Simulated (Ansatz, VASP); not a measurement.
**Sc12H in VASP and in Ansatz**

```
CELL_PARAMETERS angstrom
6.62000 0.00000 0.00000
-4.96500 8.59963 0.00000
0.00000 0.00000 5.27614
ATOMIC_POSITIONS crystal
Sc 0.99905 0.99942 0.99519
Sc 0.16602 0.22266 0.49823
Sc 0.99961 0.33346 0.99698
Sc 0.16712 0.55575 0.49713
Sc 0.99901 0.66648 0.99540
Sc 0.16185 0.88706 0.49525
Sc 0.49991 0.00002 0.00989
Sc 0.66914 0.22537 0.49512
Sc 0.49968 0.33295 0.99652
Sc 0.66374 0.55397 0.49632
Sc 0.50072 0.66739 0.99568
Sc 0.66662 0.88856 0.49454
H 0.49872 0.00091 0.40102
```

Alike in both runs: functional PBE; k mesh 3 × 2 × 3; occupations fermi-dirac, width 0.05 eV; no spin polarisation.

Ansatz relaxed the structure, and its values are those at the end. VASP's run is a single point on that final structure, the one shown.

|  | VASP | Ansatz |
| --- | --- | --- |
| version | VASP 6.6.1 | Ansatz 0.2.0 |
| potentials or method | VASP PAW PBE potentials, release 64 (Sc_sv, H), cutoff 520 eV | scalar-relativistic, plane waves, PAW |
| valence electrons in the cell | 133 | 133 |

|  | VASP | Ansatz | Ansatz less VASP |
| --- | --- | --- | --- |
| rms of the force components (eV/Å) | 0.020 | 0.019 | -0.0010 |

The k mesh is coarse, so the values compare programs but aren't converged.
